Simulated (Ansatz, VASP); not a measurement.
Ga2O3 in VASP and in Ansatz

```
Ga O
1.0
     2.49226    1.43891    4.57025
    -2.49226    1.43891    4.57025
     0.00000   -2.87782    4.57025
Ga O
4 6
Cartesian
  0.0000 0.0000 11.7187
  0.0000 0.0000 8.8475
  0.0000 0.0000 1.9921
  0.0000 0.0000 4.8633
  0.7575 1.5658 5.7128
  0.9773 -1.4389 5.7128
  -1.7348 -0.1269 5.7128
  -0.7575 -1.5658 7.9979
  1.7348 0.1269 7.9979
  -0.9773 1.4389 7.9979
```

Change from the starting cell: uniaxial_z strain +2.0%.

Alike in both runs: task single point; functional PBE; k mesh 6 × 6 × 6; occupations fermi-dirac, width 0.02 eV; no spin polarisation.

|  | VASP | Ansatz |
| --- | --- | --- |
| version | VASP 6.6.1 | Ansatz 0.2.0 |
| potentials or method | VASP PAW PBE potentials, release 64 (Ga_d, O) | plane waves, PAW |
| plane-wave cutoff (eV) | 520 | 420 |
| valence electrons in the cell | 88 | 88 |

Ansatz gave:

```
gap on the k mesh at the Fermi level (eV)                     : 2.65
pressure (GPa)                                                : 5.2
traceless stress, the component that is largest in VASP (GPa) : -3.63
rms of the force components (eV/Å)                            : 0.019
```

Task: What did VASP give for the same quantities?

Result: gap on the k mesh at the Fermi level (eV): 2.64; pressure (GPa): 6.2; traceless stress, the component that is largest in VASP (GPa): -3.69; rms of the force components (eV/Å): 0.023.

Atom by atom the forces differ by 0.005 eV/Å (rms over components). With one functional, cell and mesh, what is left measures potentials, basis and numerics.
